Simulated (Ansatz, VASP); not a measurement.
**BN: VASP beside Ansatz**

```
B N
1.0
     0.00000    2.49187    2.10077
     1.23097    0.00000    2.10077
     1.23097    2.49187    0.00000
B N
1 1
Direct
  0.00092 0.00092 0.99908
  0.66578 0.66578 0.33422
```

Alike in both runs: task single point; functional PBEsol; k mesh 14 × 14 × 14; occupations gaussian, width 0.02 eV; no spin polarisation.

```csv
,VASP,Ansatz
version,VASP 6.6.1,Ansatz 0.2.0
potentials or method,"VASP PAW PBE potentials, release 64 (B, N), cutoff 520 eV","scalar-relativistic, plane waves, PAW"
valence electrons in the cell,8,8
```

```csv
,VASP,Ansatz,Ansatz less VASP
gap on the k mesh at the Fermi level (eV),0.83,0.85,+0.019
least direct gap on the mesh (eV),4.63,4.64,+0.008
```

VASP's potentials were made for PBE, not for PBEsol. The functional is the same, so the differences come from potentials, cutoffs and numerics.
